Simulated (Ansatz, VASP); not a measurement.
# Na in VASP and in Ansatz

```
Na
1.0
    -1.95675    1.95675    2.74270
     1.95675   -1.95675    2.74270
     1.95675    1.95675   -2.74270
Na
1
Direct
  0.00000 0.00000 0.00000
```

Alike in both runs: task single point; functional PBEsol; k mesh 16 × 16 × 16; occupations gaussian, width 0.15 eV; no spin polarisation.

|  | VASP | Ansatz |
| --- | --- | --- |
| version | VASP 6.6.1 | Ansatz 0.2.0 |
| potentials or method | VASP PAW PBE potentials, release 64 (Na_pv), cutoff 520 eV | scalar-relativistic, plane waves, PAW |
| valence electrons in the cell | 7 | 9 |

```csv
,VASP,Ansatz,Ansatz less VASP
gap on the k mesh at the Fermi level (eV),none,none,-
pressure (GPa),-0.9,-0.9,+0.01
```

VASP's potentials were made for PBE, not for PBEsol. A gap of «none» marks a metal or a gap that the smearing closes. VASP's potentials hold 7 valence electrons a cell and Ansatz's 9, so a difference there can come from the potentials and not from the codes.
